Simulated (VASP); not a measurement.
Wanted: the native input for a VASP 6.6.1 run.

- Task: single point
- Functional: PBE
- Potentials or basis: VASP PAW PBE potentials, release 64 (Sr_sv)
- Cutoff: 520 eV
- k mesh: 5 × 5 × 7
- Occupations: fermi-dirac, width 0.1 eV
- Spin: no spin polarisation
- Dipole correction: no
- Further INCAR settings: ALGO = Normal; EDIFF = 1e-06; NBANDS = 22

The structure of Sr lies in POSCAR:

```
Sr
1.0
    5.1976057658      0.0000000000      0.0000000000
   -2.5988028829      4.5012586320      0.0000000000
    0.0000000000      0.0000000000      3.0562463694
Sr
3
Direct
    0.0000000000      0.0000000000      0.0000000000
    0.3333333333      0.6666666667      0.5000000000
    0.6666666667      0.3333333333      0.5000000000
```

This cell differs from its parent crystal: volume scaled by 0.43.

One way to write it, as run:

INCAR

```
SYSTEM = Sr
ALGO = Normal
EDIFF = 1E-6
ENCUT = 520
GGA = PE
ISIF = 2
ISMEAR = -1
LASPH = .TRUE.
LCHARG = .TRUE.
LELF = .TRUE.
LREAL = .FALSE.
LVHAR = .TRUE.
LWAVE = .FALSE.
NBANDS = 22
NELM = 100
PREC = Accurate
SIGMA = 0.1
```

KPOINTS

```
k-points
0
G
  5 5 7
  0 0 0
```

Potentials or basis: VASP PAW PBE potentials, release 64 (Sr_sv).

The run is started by

```console
$ cat potpaw_PBE.64/Sr_sv/POTCAR > POTCAR
$ mpirun -np 1 vasp_std > vasp.out
```

Results of the run:

```yaml
Pressure: 32.6 GPa
Band_gap_on_the_k_mesh: zero (band 15 reaches 6.87 eV, above the bottom of band 16 at 4.97 eV)
```

Run time: 21 s on 1 thread of Intel(R) Xeon(R) Platinum 8488C (Sapphire Rapids), on a shared host, peak memory 0.19 GiB.
